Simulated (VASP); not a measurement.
# Te5Pd (F-43m) in VASP: single point with PBE

Aim: the single point of Te5Pd with PBE.

All numbers are computed with VASP 6.6.1; they aren't measurements. Logs are shortened: lines on timing, memory, paths and dates and some standing lists are left out, and cuts for length are marked.

## Step 1: The cell of the first run

It takes space group F-43m (No. 216, cubic). Conventional cell: a = 9.105 Å, b = 9.105 Å, c = 9.105 Å, α = 90.00°, β = 90.00°, γ = 90.00°. Te (site symmetry 3m) has 9 Te at 3.22 to 3.77 Å and 3 Pd at 3.77 Å within 4.2 Å. Within 5.0 Å of Te (site symmetry -43m) lie 12 Te at 3.77 Å and 4 Pd at 3.94 Å. Pd (site symmetry -43m) has 16 Te at 3.77 to 3.94 Å within 5.0 Å.

## Step 2: Single point, PBE

Contents of INCAR:

```
  ALGO = Normal
  EDIFF = 1E-6
  ENCUT = 520
  GGA = PE
  ISIF = 2
  ISMEAR = 0
  LASPH = True
  LCHARG = False
  LREAL = False
  LWAVE = False
  NBANDS = 29
  NELM = 100
  PREC = Accurate
  SIGMA = 0.1
```

Contents of KPOINTS:

```
k-points
0
Gamma
  4 4 4
```

Contents of POSCAR:

```
Te5Pd
1.0
    0.0000000000      4.5523315700      4.5523315700
    4.5523315700      0.0000000000      4.5523315700
    4.5523315700      4.5523315700      0.0000000000
Te Pd
5 1
Direct
    0.1250000000      0.6250000000      0.6250000000
    0.6250000000      0.6250000000      0.6250000000
    0.6250000000      0.1250000000      0.6250000000
    0.6250000000      0.6250000000      0.1250000000
    0.2500000000      0.2500000000      0.2500000000
    0.0000000000      0.0000000000      0.0000000000
```

Potentials or basis: VASP PAW PBE potentials, release 64 (Te, Pd).

Launch:

```
$ cat potpaw_PBE.64/Te/POTCAR potpaw_PBE.64/Pd/POTCAR > POTCAR
$ mpirun -np 1 vasp_std > vasp.out
```

OUTCAR:

```text
EDIFF = 1E-6
   ENCUT = 520
   GGA = PE
   ISIF = 2
   ISMEAR = 0
   LASPH = True
   LREAL = False
   NELM = 100
   PREC = Accurate

 ion  position               nearest neighbor table
   1  0.125  0.625  0.625-   2 3.22   4 3.22   3 3.22   2 3.22   3 3.22   4 3.22
   2  0.625  0.625  0.625-   1 3.22   3 3.22   4 3.22   4 3.22   3 3.22   1 3.22
   3  0.625  0.125  0.625-   2 3.22   4 3.22   1 3.22   2 3.22   4 3.22   1 3.22
   4  0.625  0.625  0.125-   2 3.22   1 3.22   2 3.22   3 3.22   3 3.22   1 3.22
   5  0.250  0.250  0.250-
   6  0.000  0.000  0.000-

  LATTYP: Found a face centered cubic cell.
 ALAT       =     9.1046631400

  Lattice vectors:

 A1 = (   0.0000000000,   4.5523315700,   4.5523315700)
 A2 = (   4.5523315700,   0.0000000000,   4.5523315700)
 A3 = (   4.5523315700,   4.5523315700,   0.0000000000)

Analysis of symmetry for initial positions (statically):
=====================================================================
 Subroutine PRICEL returns:
 Original cell was already a primitive cell.

 Routine SETGRP: Setting up the symmetry group for a
 face centered cubic supercell.

 Subroutine GETGRP returns: Found 24 space group operations
 (whereof 24 operations were pure point group operations)
 out of a pool of 48 trial point group operations.

The static configuration has the point symmetry T_d .

Analysis of symmetry for dynamics (positions and initial velocities):
=====================================================================
 Subroutine PRICEL returns:
 Original cell was already a primitive cell.

 Routine SETGRP: Setting up the symmetry group for a
 face centered cubic supercell.

 Subroutine GETGRP returns: Found 24 space group operations
 (whereof 24 operations were pure point group operations)
 out of a pool of 48 trial point group operations.

The dynamic configuration has the point symmetry T_d .

 Subroutine INISYM returns: Found 24 space group operations
 (whereof 24 operations are pure point group operations),
 and found     1 'primitive' translations

----------------------------------------------------------------------------------------

                                     Primitive cell

  volume of cell :     188.6825

  direct lattice vectors                    reciprocal lattice vectors
     0.000000000  4.552331570  4.552331570    -0.109833827  0.109833827  0.109833827
     4.552331570  0.000000000  4.552331570     0.109833827 -0.109833827  0.109833827
     4.552331570  4.552331570  0.000000000     0.109833827  0.109833827 -0.109833827

  length of vectors
     6.437969047  6.437969047  6.437969047     0.190237769  0.190237769  0.190237769

  position of ions in fractional coordinates (direct lattice)
     0.125000000  0.625000000  0.625000000
     0.625000000  0.625000000  0.625000000
     0.625000000  0.125000000  0.625000000
     0.625000000  0.625000000  0.125000000
     0.250000000  0.250000000  0.250000000
     0.000000000  0.000000000  0.000000000

  ion indices of the primitive-cell ions
   primitive index   ion index
                 1           1
                 2           2
                 3           3
                 4           4
                 5           5
                 6           6

----------------------------------------------------------------------------------------

 KPOINTS: k-points

Automatic generation of k-mesh.
 Grid dimensions read from file:
 generate k-points for:    4    4    4

 Generating k-lattice:

  Cartesian coordinates                     Fractional coordinates (reciprocal lattice)
    -0.027458457  0.027458457  0.027458457     0.250000000  0.000000000  0.000000000
     0.027458457 -0.027458457  0.027458457     0.000000000  0.250000000  0.000000000
     0.027458457  0.027458457 -0.027458457     0.000000000  0.000000000  0.250000000

  Length of vectors
     0.047559442  0.047559442  0.047559442

  Shift w.r.t. Gamma in fractional coordinates (k-lattice)
     0.000000000  0.000000000  0.000000000

 Subroutine IBZKPT returns following result:
 ===========================================

 Found      8 irreducible k-points:

 Following reciprocal coordinates:
            Coordinates               Weight
  0.000000  0.000000  0.000000      1.000000
  0.250000  0.000000  0.000000      8.000000
  0.500000  0.000000  0.000000      4.000000
  0.250000  0.250000  0.000000      6.000000
  0.500000  0.250000  0.000000     24.000000
 -0.250000  0.250000  0.000000     12.000000
  0.500000  0.500000  0.000000      3.000000
 -0.250000  0.500000  0.250000      6.000000
   k-points           NKPTS =      8   k-points in BZ     NKDIM =      8   number of bands    NBANDS=     29
   number of dos      NEDOS =    301   number of ions     NIONS =      6
   total plane-waves  NPLWV = 110592
   dimension x,y,z NGX =    48 NGY =   48 NGZ =   48
   dimension x,y,z NGXF=    96 NGYF=   96 NGZF=   96
   ions per type =               5   1
   NGX,Y,Z   is equivalent  to a cutoff of  12.39, 12.39, 12.39 a.u.
   NGXF,Y,Z  is equivalent  to a cutoff of  24.79, 24.79, 24.79 a.u.
 SYSTEM =  unknown system
   PREC   = accura    normal or accurate (medium, high low for compatibility)
   ISTART =      0    job   : 0-new  1-cont  2-samecut
   ICHARG =      2    charge: 1-file 2-atom 10-const
   ISPIN  =      1    spin polarized calculation?
   LNONCOLLINEAR =      F non collinear calculations
   LSORBIT =      F    spin-orbit coupling
   LASPH  =      T    aspherical Exc in radial PAW
   ENCUT  =  520.0 eV  38.22 Ry    6.18 a.u.  11.97 11.97 11.97*2*pi/ulx,y,z
   NELM   =    100;   NELMIN=  2; NELMDL= -5     # of ELM steps
   EDIFF  = 0.1E-05   stopping-criterion for ELM
   LREAL  =      F    real-space projection
   EDIFFG = 0.1E-04   stopping-criterion for IOM
   NSW    =      0    number of steps for IOM
   IBRION =     -1    ionic relax: 0-MD 1-quasi-New 2-CG
   NFREE  =      0    steps in history (QN), initial steepest desc. (CG)
   ISIF   =      2    stress and relaxation
   ISYM   =      2    0-nonsym 1-usesym 2-fastsym
   POTIM  = 0.5000    time-step for ionic-motion
   TEBEG  =    0.0;   TEEND  =   0.0 temperature during run
   PSTRESS=    0.0 pullay stress
   NELECT =      40.0000    total number of electrons
   NUPDOWN=      -1.0000    fix difference up-down
   EMIN   =  10.00;   EMAX   =-10.00  energy-range for DOS
   EFERMI =   0.00;   METHOD = LEGACY
   ISMEAR =     0;   SIGMA  =   0.10  broadening in eV -4-tet -1-fermi 0-gaus
   EFERMI_NEDOS =   21; number of points for ismear=-14 and -15
   IALGO  =     38    algorithm
   IMIX   =      4    mixing-type and parameters
     AMIX     =   0.40;   BMIX     =  1.00
     AMIX_MAG =   1.60;   BMIX_MAG =  1.00
  volume/ion in A,a.u.               =      31.45       212.22
  Fermi-wavevector in a.u.,A,eV,Ry     =   0.976152  1.844660 12.964630  0.952873
  Thomas-Fermi vector in A             =   2.106749
   LORBIT       =      0    0 simple, 1 ext, 2 COOP (PROOUT), +10 PAW based schemes
   GGA     = PE    functional components
   LHFCALC =     F    Hartree Fock is set to
   AEXX    =    0.0000 exact exchange contribution
   IVDW    =     0    specifies the selected vdW correction
   LEPSILON=     F    determine dielectric tensor
   LRPA    =     F    only Hartree local field effects (RPA)
 non-spin polarized calculation
 Gauss-broadening in eV      SIGMA  =   0.10
  energy-cutoff  :      520.00
  volume of cell :      188.68
 maximum number of plane-waves:      5104
   NGX = 23   NGY = 23   NGZ = 23

 number of electron      40.0000004 magnetization

 Free energy of the ion-electron system (eV)
  ---------------------------------------------------
  ext. energy  EPLUGINS =         0.00000000
  ---------------------------------------------------
  free energy    TOTEN  =       -16.77384269 eV

  energy without entropy =      -16.74420041  energy(sigma->0) =      -16.75902155

 E-fermi :   5.9746     XC(G=0):  -9.4710

 val. band max:        5.9631188984   @ k =   0.5000   0.2500   0.0000
 cond. band min:       6.1327285546   @ k =  -0.2500   0.2500   0.0000
 fundamental gap:      0.1696096562
 Fermi energy:         5.9746436372

 k-point     1 :       0.0000    0.0000    0.0000
  band No.  band energies     occupation
      1      -7.6967      2.00000
      2      -4.4934      2.00000
      3      -4.4934      2.00000
      4      -4.4934      2.00000
      5      -3.9440      2.00000
      6      -0.9366      2.00000
[... 21 lines left out ...]
     28      11.2473      0.00000
     29      11.2473      0.00000

 k-point     2 :       0.2500    0.0000    0.0000
  band No.  band energies     occupation
      1      -7.4722      2.00000
      2      -5.1965      2.00000
      3      -4.5336      2.00000
      4      -4.5336      2.00000
      5      -3.9836      2.00000
      6      -0.2279      2.00000
[... 21 lines left out ...]
     28      11.0636      0.00000
     29      11.0636      0.00000

 k-point     3 :       0.5000    0.0000    0.0000
  band No.  band energies     occupation
      1      -7.1068      2.00000
      2      -5.9132      2.00000
      3      -4.5723      2.00000
      4      -4.5723      2.00000
      5      -4.0216      2.00000
      6       0.2506      2.00000
[... 21 lines left out ...]
     28      11.0212      0.00000
     29      11.0212      0.00000

 k-point     4 :       0.2500    0.2500    0.0000
  band No.  band energies     occupation
      1      -7.3865      2.00000
      2      -5.3122      2.00000
      3      -4.5848      2.00000
      4      -4.5848      2.00000
      5      -4.0656      2.00000
      6       0.1371      2.00000
[... 21 lines left out ...]
     28      10.7650      0.00000
     29      10.7650      0.00000

 k-point     5 :       0.5000    0.2500    0.0000
  band No.  band energies     occupation
      1      -6.9566      2.00000
      2      -6.0200      2.00000
      3      -4.7941      2.00000
      4      -4.6222      2.00000
      5      -3.9952      2.00000
      6       0.7511      2.00000
[... 21 lines left out ...]
     28      10.8146      0.00000
     29      11.1617      0.00000

 k-point     6 :      -0.2500    0.2500    0.0000
  band No.  band energies     occupation
      1      -7.1356      2.00000
      2      -5.7674      2.00000
      3      -4.8037      2.00000
      4      -4.5729      2.00000
      5      -3.9362      2.00000
      6       0.4481      2.00000
[... 21 lines left out ...]
     28      10.5585      0.00000
     29      11.2696      0.00000

 k-point     7 :       0.5000    0.5000    0.0000
  band No.  band energies     occupation
      1      -6.5236      2.00000
      2      -6.5147      2.00000
      3      -4.6699      2.00000
      4      -4.6699      2.00000
      5      -4.2083      2.00000
      6       0.9968      2.00000
[... 21 lines left out ...]
     28      10.3689      0.00000
     29      10.3689      0.00000

 k-point     8 :      -0.2500    0.5000    0.2500
  band No.  band energies     occupation
      1      -6.5110      2.00000
      2      -6.5013      2.00000
      3      -4.8966      2.00000
      4      -4.6826      2.00000
      5      -3.9489      2.00000
      6       1.3576      2.00000
[... 21 lines left out ...]
     28      11.2874      0.00000
     29      11.8152      0.00000

------------------------ aborting loop because EDIFF is reached ----------------------------------------

  FORCE on cell =-STRESS in cart. coord.  units (eV):
  Direction    XX          YY          ZZ          XY          YZ          ZX
  --------------------------------------------------------------------------------------
  -------------------------------------------------------------------------------------
  Total       -3.7846996     -3.7846996     -3.7846996      0.0000000      0.0000000      0.0000000
  in kB      -32.1373705    -32.1373705    -32.1373705      0.0000000      0.0000000      0.0000000
  external PRESSURE =     -32.1373705 kB  Pullay stress =       0.0000000 kB

 VOLUME and BASIS-vectors are now :
 -----------------------------------------------------------------------------
  energy-cutoff  :      520.00
  volume of cell :      188.68
      direct lattice vectors                 reciprocal lattice vectors
     0.000000000  4.552331570  4.552331570    -0.109833827  0.109833827  0.109833827
     4.552331570  0.000000000  4.552331570     0.109833827 -0.109833827  0.109833827
     4.552331570  4.552331570  0.000000000     0.109833827  0.109833827 -0.109833827

 POSITION                                       TOTAL-FORCE (eV/Angst)
 -----------------------------------------------------------------------------------
      5.69041      3.41425      3.41425         0.059381     -0.059381     -0.059381
      5.69041      5.69041      5.69041         0.059381      0.059381      0.059381
      3.41425      5.69041      3.41425        -0.059381      0.059381     -0.059381
      3.41425      3.41425      5.69041        -0.059381     -0.059381      0.059381
      2.27617      2.27617      2.27617         0.000000      0.000000      0.000000
      0.00000      0.00000      0.00000         0.000000      0.000000      0.000000
 -----------------------------------------------------------------------------------
    total drift:                               -0.000000     -0.000000     -0.000000

  FREE ENERGIE OF THE ION-ELECTRON SYSTEM (eV)
  ---------------------------------------------------
  free  energy   TOTEN  =       -16.7738426869 eV

  energy  without entropy=      -16.7442004060  energy(sigma->0) =      -16.75902155
```

It took 43 s on 1 thread of AMD EPYC 9R45 (Zen 5), shared host; peak memory 0.29 GiB.

What came out:

```
Free energy            : -16.7738 eV
Pressure               : -3.2 GPa
Band gap on the k mesh : zero (band 20 reaches 6.33 eV, above the bottom of band 21 at 5.70 eV)
```

Levels at points of the mesh, in eV from the Fermi level:
| k point | band 17 | band 18 | band 19 | band 20 | band 21 | band 22 | band 23 | band 24 |
| --- | --- | --- | --- | --- | --- | --- | --- | --- |
| (0.00, 0.00, 0.00) | -0.74 | -0.69 | -0.69 | 0.35 | 1.25 | 1.25 | 1.25 | 2.15 |
| (0.50, 0.00, 0.00) | -0.94 | -0.89 | -0.68 | -0.68 | 0.28 | 0.28 | 1.31 | 1.34 |
| (0.50, 0.50, 0.00) | -1.08 | -1.08 | -0.88 | -0.37 | -0.28 | 0.35 | 0.35 | 1.96 |

Caveat: spin-orbit coupling is left out, which moves the levels of the heavy elements.
